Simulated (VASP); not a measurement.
A run of VASP 6.6.1 is set up as follows.

The input INCAR:

```
SYSTEM = HPt6
PREC = Accurate ; ENCUT = 520
EDIFF = 1E-7 ; ISMEAR = 0
SIGMA = 0.1 ; LREAL = .False.
LASPH = .True. ; NELM = 80
ALGO = Normal ; ISIF = 2
LWAVE = .False. ; LCHARG = .False.
LDIPOL = .True. ; IDIPOL = 3
DIPOL = 0.5 0.5 0.296 ; GGA = PE
NBANDS = 74
```

The input KPOINTS:

```
Automatic mesh
0
Gamma
  6 6 1
  0 0 0
```

The input POSCAR:

```
HPt6
1.0
    5.6145835605      0.0000000000      0.0000000000
   -2.8072917802      4.8623719950      0.0000000000
    0.0000000000      0.0000000000     22.6197373747
Pt H
12 2
Direct
    0.3333333333      0.1666666667      0.1768367127
    0.3333333333      0.6666666667      0.1768367127
    0.8333333333      0.1666666667      0.1768367127
    0.8333333333      0.6666666667      0.1768367127
    0.1666666667      0.3333333333      0.2789580515
    0.1666666667      0.8333333333      0.2789580515
    0.6666666667      0.3333333333      0.2789580515
    0.6666666667      0.8333333333      0.2789580515
    0.0000000000      0.0000000000      0.3810715055
    0.0000000000      0.5000000000      0.3810715055
    0.5000000000      0.0000000000      0.3810715055
    0.5000000000      0.5000000000      0.3810715055
    0.2027493988      0.4054987976      0.4009656357
    0.2972506012      0.5945012024      0.4009656357
```

Potentials or basis: VASP PAW PBE potentials, release 64 (Pt, H).

Run with:

```bash
$ cat potpaw_PBE.64/Pt/POTCAR potpaw_PBE.64/H/POTCAR > POTCAR
$ mpirun -np 1 vasp_std > vasp.out
```

**Question.** Estimate the band gap on the k mesh.

**Answer.** Zero (bands 61 and 62 overlap by 0.57 eV).

**Question.** Estimate the largest force.

**Answer.** 6.844 eV/Å.

Forces in eV/Å, atoms in the order of the input:
```
Pt   0.011  0.012 -0.094
Pt   0.000  0.016 -0.004
Pt  -0.011  0.012 -0.094
Pt   0.000 -0.030  0.054
Pt   0.000 -0.123 -0.559
Pt  -0.027  0.115 -0.224
Pt   0.000 -0.116 -0.125
Pt   0.027  0.115 -0.224
Pt   0.000 -0.849 -0.160
Pt  -6.665 -0.056 -1.555
Pt   0.000  0.903 -0.259
Pt   6.665 -0.056 -1.555
H    0.000 -4.712  2.455
H    0.000  4.768  2.345
```

Caveat: spin-orbit coupling is left out, which moves the levels of the heavy elements.
